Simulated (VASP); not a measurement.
# As (P6_3/mmc) in VASP: further runs, part 2 of 2

VASP 6.6.1.

### Step 3. Single point, PBEsol (volume scaled by 0.5)

The input, INCAR:

```
SYSTEM = As
ALGO = Normal
EDIFF = 1E-6
ENCUT = 520
GGA = PS
ISIF = 2
ISMEAR = -1
LASPH = .True.
LCHARG = .False.
LREAL = .False.
LWAVE = .False.
NBANDS = 12
NELM = 100
PREC = Accurate
SIGMA = 0.08
```

The input, KPOINTS:

```
k-points
0
Gamma
  14 14 8
  0 0 0
```

The input, POSCAR:

```
As
1.0
    2.3621533912      0.0000000000      0.0000000000
   -1.1810766956      2.0456848444      0.0000000000
    0.0000000000      0.0000000000      3.8081660416
As
2
Direct
    0.3333333333      0.6666666667      0.2500000000
    0.6666666667      0.3333333333      0.7500000000
```

Potentials or basis: VASP PAW PBE potentials, release 64 (As).

Launch:

```bash
$ cat potpaw_PBE.64/As/POTCAR > POTCAR
$ mpirun -np 1 vasp_std > vasp.out
```

OUTCAR:

```text
SYSTEM = As
   EDIFF = 1E-6
   ENCUT = 520
   GGA = PS
   ISIF = 2
   ISMEAR = -1
   LASPH = .True.
   LREAL = .False.
   NELM = 100
   PREC = Accurate

 ion  position               nearest neighbor table
   1  0.333  0.667  0.250-   2 2.34   2 2.34   2 2.34   2 2.34   2 2.34   2 2.34
   2  0.667  0.333  0.750-   1 2.34   1 2.34   1 2.34   1 2.34   1 2.34   1 2.34

  LATTYP: Found a hexagonal cell.
 ALAT       =     2.3621533912
 C/A-ratio  =     1.6121586582

  Lattice vectors:

 A1 = (   2.3621533912,   0.0000000000,   0.0000000000)
 A2 = (  -1.1810766956,   2.0456848444,   0.0000000000)
 A3 = (   0.0000000000,   0.0000000000,   3.8081660416)

Analysis of symmetry for initial positions (statically):
=====================================================================
 Subroutine PRICEL returns:
 Original cell was already a primitive cell.

 Routine SETGRP: Setting up the symmetry group for a
 hexagonal supercell.

 Subroutine GETGRP returns: Found 24 space group operations
 (whereof 12 operations were pure point group operations)
 out of a pool of 24 trial point group operations.

The static configuration has the point symmetry D_3d.
 The point group associated with its full space group is D_6h.

Analysis of symmetry for dynamics (positions and initial velocities):
=====================================================================
 Subroutine PRICEL returns:
 Original cell was already a primitive cell.

 Routine SETGRP: Setting up the symmetry group for a
 hexagonal supercell.

 Subroutine GETGRP returns: Found 24 space group operations
 (whereof 12 operations were pure point group operations)
 out of a pool of 24 trial point group operations.

The dynamic configuration has the point symmetry D_3d.
 The point group associated with its full space group is D_6h.

 Subroutine INISYM returns: Found 24 space group operations
 (whereof 12 operations are pure point group operations),
 and found     1 'primitive' translations

----------------------------------------------------------------------------------------

                                     Primitive cell

  volume of cell :      18.4019

  direct lattice vectors                    reciprocal lattice vectors
     2.362153391  0.000000000  0.000000000     0.423342533  0.244416925  0.000000000
    -1.181076696  2.045684844  0.000000000     0.000000000  0.488833851  0.000000000
     0.000000000  0.000000000  3.808166042     0.000000000  0.000000000  0.262593592

  length of vectors
     2.362153391  2.362153391  3.808166042     0.488833851  0.488833851  0.262593592

  position of ions in fractional coordinates (direct lattice)
     0.333333333  0.666666667  0.250000000
     0.666666667  0.333333333  0.750000000

  ion indices of the primitive-cell ions
   primitive index   ion index
                 1           1
                 2           2

----------------------------------------------------------------------------------------

 KPOINTS: k-points

Automatic generation of k-mesh.
 Grid dimensions read from file:
 generate k-points for:   14   14    8

 Generating k-lattice:

  Cartesian coordinates                     Fractional coordinates (reciprocal lattice)
     0.030238752  0.017458352  0.000000000     0.071428571  0.000000000  0.000000000
     0.000000000  0.034916704  0.000000000     0.000000000  0.071428571  0.000000000
     0.000000000  0.000000000  0.032824199     0.000000000  0.000000000  0.125000000

  Length of vectors
     0.034916704  0.034916704  0.032824199

  Shift w.r.t. Gamma in fractional coordinates (k-lattice)
     0.000000000  0.000000000  0.000000000

 Subroutine IBZKPT returns following result:
 ===========================================

 Found    120 irreducible k-points:

 Following reciprocal coordinates:
            Coordinates               Weight
  0.000000  0.000000  0.000000      1.000000
  0.071429  0.000000  0.000000      6.000000
  0.142857  0.000000  0.000000      6.000000
  0.214286  0.000000  0.000000      6.000000
  0.285714  0.000000  0.000000      6.000000
  0.357143  0.000000  0.000000      6.000000
[... 16 lines left out ...]
  0.285714  0.285714  0.000000      6.000000
  0.357143  0.285714  0.000000      6.000000
 [... further k-points ...]
   k-points           NKPTS =    120   k-points in BZ     NKDIM =    120   number of bands    NBANDS=     12
   number of dos      NEDOS =    301   number of ions     NIONS =      2
   total plane-waves  NPLWV =   9072
   dimension x,y,z NGX =    18 NGY =   18 NGZ =   28
   dimension x,y,z NGXF=    36 NGYF=   36 NGZF=   56
   ions per type =               2
   NGX,Y,Z   is equivalent  to a cutoff of  12.67, 12.67, 12.22 a.u.
   NGXF,Y,Z  is equivalent  to a cutoff of  25.34, 25.34, 24.45 a.u.
 SYSTEM =  As
   PREC   = accura    normal or accurate (medium, high low for compatibility)
   ISTART =      0    job   : 0-new  1-cont  2-samecut
   ICHARG =      2    charge: 1-file 2-atom 10-const
   ISPIN  =      1    spin polarized calculation?
   LNONCOLLINEAR =      F non collinear calculations
   LSORBIT =      F    spin-orbit coupling
   LASPH  =      T    aspherical Exc in radial PAW
   ENCUT  =  520.0 eV  38.22 Ry    6.18 a.u.   4.39  4.39  7.08*2*pi/ulx,y,z
   NELM   =    100;   NELMIN=  2; NELMDL= -5     # of ELM steps
   EDIFF  = 0.1E-05   stopping-criterion for ELM
   LREAL  =      F    real-space projection
   EDIFFG = 0.1E-04   stopping-criterion for IOM
   NSW    =      0    number of steps for IOM
   IBRION =     -1    ionic relax: 0-MD 1-quasi-New 2-CG
   NFREE  =      0    steps in history (QN), initial steepest desc. (CG)
   ISIF   =      2    stress and relaxation
   ISYM   =      2    0-nonsym 1-usesym 2-fastsym
   POTIM  = 0.5000    time-step for ionic-motion
   TEBEG  =    0.0;   TEEND  =   0.0 temperature during run
   PSTRESS=    0.0 pullay stress
   NELECT =      10.0000    total number of electrons
   NUPDOWN=      -1.0000    fix difference up-down
   EMIN   =  10.00;   EMAX   =-10.00  energy-range for DOS
   EFERMI =   0.00;   METHOD = LEGACY
   ISMEAR =    -1;   SIGMA  =   0.08  broadening in eV -4-tet -1-fermi 0-gaus
   EFERMI_NEDOS =   21; number of points for ismear=-14 and -15
   IALGO  =     38    algorithm
   IMIX   =      4    mixing-type and parameters
     AMIX     =   0.40;   BMIX     =  1.00
     AMIX_MAG =   1.60;   BMIX_MAG =  1.00
  volume/ion in A,a.u.               =       9.20        62.09
  Fermi-wavevector in a.u.,A,eV,Ry     =   1.335941  2.524562 24.282838  1.784738
  Thomas-Fermi vector in A             =   2.464606
   LORBIT       =      0    0 simple, 1 ext, 2 COOP (PROOUT), +10 PAW based schemes
   GGA     = PS    functional components
   LHFCALC =     F    Hartree Fock is set to
   AEXX    =    0.0000 exact exchange contribution
   IVDW    =     0    specifies the selected vdW correction
   LEPSILON=     F    determine dielectric tensor
   LRPA    =     F    only Hartree local field effects (RPA)
 non-spin polarized calculation
  energy-cutoff  :      520.00
  volume of cell :       18.40
 maximum number of plane-waves:       525
 NGX is ok and might be reduce to    18
   NGX =  9   NGY =  9   NGZ = 15

 number of electron      10.0000002 magnetization

 Free energy of the ion-electron system (eV)
  ---------------------------------------------------
  ext. energy  EPLUGINS =         0.00000000
  ---------------------------------------------------
  free energy    TOTEN  =        -0.45561219 eV

  energy without entropy =       -0.44295621  energy(sigma->0) =       -0.44928420

 E-fermi :  17.9392     XC(G=0): -14.2834

 val. band max:       17.8216411687   @ k =   0.2857   0.2143   0.2500
 cond. band min:      17.9449953093   @ k =   0.2143   0.0000   0.5000
 fundamental gap:      0.1233541406
 Fermi energy:        17.9392318360

 k-point     1 :       0.0000    0.0000    0.0000
  band No.  band energies     occupation
      1      -6.8295      2.00000
      2       3.8303      2.00000
      3       4.0477      2.00000
      4      26.6331      0.00000
      5      26.6331      0.00000
      6      29.3667      0.00000
      7      29.3667      0.00000
      8      31.6258      0.00000
      9      32.6115      0.00000
     10      32.7052      0.00000
     11      36.2396      0.00000
     12      36.5979      0.00000
[... 331 lines left out ...]
 k-point    24 :       0.3571    0.2857    0.0000
  band No.  band energies     occupation
      1       4.3670      2.00000
      2       5.0191      2.00000
      3       7.5625      2.00000
      4      14.3342      2.00000
      5      14.5179      2.00000
      6      15.4223      2.00000
      7      15.7962      2.00000
      8      17.5949      1.97334
      9      20.2985      0.00000
     10      37.5566      0.00000
     11      41.7444      0.00000
     12      41.7716      0.00000

 [... further k-points ...]
[... 5 lines left out ...]
  --------------------------------------------------------------------------------------
  -------------------------------------------------------------------------------------
  Total       33.2331372     33.2331372     33.2490661      0.0000000      0.0000000      0.0000000
  in kB     2893.4715947   2893.4715947   2894.8584565      0.0000000      0.0000000      0.0000000
  external PRESSURE =    2893.9338820 kB  Pullay stress =       0.0000000 kB

 VOLUME and BASIS-vectors are now :
 -----------------------------------------------------------------------------
  energy-cutoff  :      520.00
  volume of cell :       18.40
      direct lattice vectors                 reciprocal lattice vectors
     2.362153391  0.000000000  0.000000000     0.423342533  0.244416925  0.000000000
    -1.181076696  2.045684844  0.000000000     0.000000000  0.488833851  0.000000000
     0.000000000  0.000000000  3.808166042     0.000000000  0.000000000  0.262593592

 POSITION                                       TOTAL-FORCE (eV/Angst)
 -----------------------------------------------------------------------------------
     -0.00000      1.36379      0.95204         0.000000      0.000000      0.000000
      1.18108      0.68189      2.85612        -0.000000     -0.000000      0.000000
 -----------------------------------------------------------------------------------
    total drift:                               -0.000000      0.000000     -0.000000

  FREE ENERGIE OF THE ION-ELECTRON SYSTEM (eV)
  ---------------------------------------------------
  free  energy   TOTEN  =        -0.4556121865 eV

  energy  without entropy=       -0.4429562141  energy(sigma->0) =       -0.44928420
```

OSZICAR:

```text
N       E                     dE             d eps       ncg     rms          rms(c)
DAV:   1     0.352224776757E+02    0.35222E+02   -0.49120E+03  2896   0.765E+02
DAV:   2     0.247139618435E+00   -0.34975E+02   -0.33446E+02  3816   0.134E+02
DAV:   3    -0.730567558261E+00   -0.97771E+00   -0.96997E+00  3664   0.206E+01
DAV:   4    -0.731723283560E+00   -0.11557E-02   -0.11557E-02  3308   0.741E-01
DAV:   5    -0.731723534679E+00   -0.25112E-06   -0.25092E-06  3484   0.125E-02    0.113E+01
DAV:   6    -0.555450313487E+00    0.17627E+00   -0.82320E-03  3140   0.722E-01    0.677E+00
DAV:   7    -0.455750352152E+00    0.99700E-01   -0.17520E-02  3108   0.108E+00    0.906E-02
DAV:   8    -0.455618249676E+00    0.13210E-03   -0.23666E-04  3500   0.984E-02    0.350E-02
DAV:   9    -0.455612922950E+00    0.53267E-05   -0.15359E-05  3340   0.231E-02    0.110E-02
DAV:  10    -0.455611836124E+00    0.10868E-05   -0.15393E-07  2164   0.340E-03    0.413E-03
DAV:  11    -0.455612186537E+00   -0.35041E-06   -0.29828E-08  1688   0.127E-03
   1 F= -.45561219E+00 E0= -.44928420E+00  d E =-.126560E-01
```

stdout:

```text
POSCAR found type information on POSCAR As
 POSCAR found :  1 types and       2 ions
 scaLAPACK will be used
 -----------------------------------------------------------------------------
|                                                                             |
|                                                                             |
|     You enforced a specific xc type in the INCAR file but a different       |
|     I HOPE YOU KNOW WHAT YOU ARE DOING!                                     |
|                                                                             |
 -----------------------------------------------------------------------------

 LDA part: xc-table for (Slater+PW92), standard interpolation
 POSCAR, INCAR and KPOINTS ok, starting setup
 FFT: planning ... GRIDC
 FFT: planning ... GRID_SOFT
 FFT: planning ... GRID
 WAVECAR not read
 entering main loop
```

It took 13 s on 1 thread of Intel Xeon Platinum 8488C (Sapphire Rapids), shared host; peak memory 0.14 GiB.

Results:

- Free energy: -0.4556 eV
- Pressure: 289.4 GPa
- Band gap on the k mesh: zero (band 5 reaches 28.92 eV, above the bottom of band 6 at 10.27 eV)

Caveat: the PAW data sets were made with another functional, which shifts forces and pressure a little.
